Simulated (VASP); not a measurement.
A run of VASP 6.6.1:

The input INCAR:

```
PREC = Accurate ; ENCUT = 520
EDIFF = 1E-6 ; ISMEAR = 0
SIGMA = 0.013000000000000001 ; LREAL = False
LASPH = True ; NELM = 60
ALGO = Normal ; ISIF = 2
LWAVE = False ; LCHARG = True
GGA = PE ; LELF = True
LVHAR = True ; NBANDS = 16
```

Contents of KPOINTS:

```
regular mesh
0
Gamma
  8 8 8
```

Contents of POSCAR:

```
NbTe
1.0
    3.4257000000      0.0000000000      0.0000000000
    0.0000000000      3.4257000000      0.0000000000
    0.0000000000      0.0000000000      3.4257000000
Nb Te
1 1
Direct
    0.5000000000      0.5000000000      0.5000000000
    0.0000000000      0.0000000000      0.0000000000
```

Potentials or basis: VASP PAW PBE potentials, release 64 (Nb_sv, Te).

Run with:

```bash
$ cat potpaw_PBE.64/Nb_sv/POTCAR potpaw_PBE.64/Te/POTCAR > POTCAR
$ mpirun -np 1 vasp_std > vasp.out
```

Hardware: 1 thread of Intel Xeon 8259CL (shared host).

**Question.** How long does it take, and how much memory?

**Answer.** Wall time 33 s on 1 thread of Intel Xeon 8259CL (shared host), peak memory 0.17 GiB. Counts: scf iterations 12, k points 35.
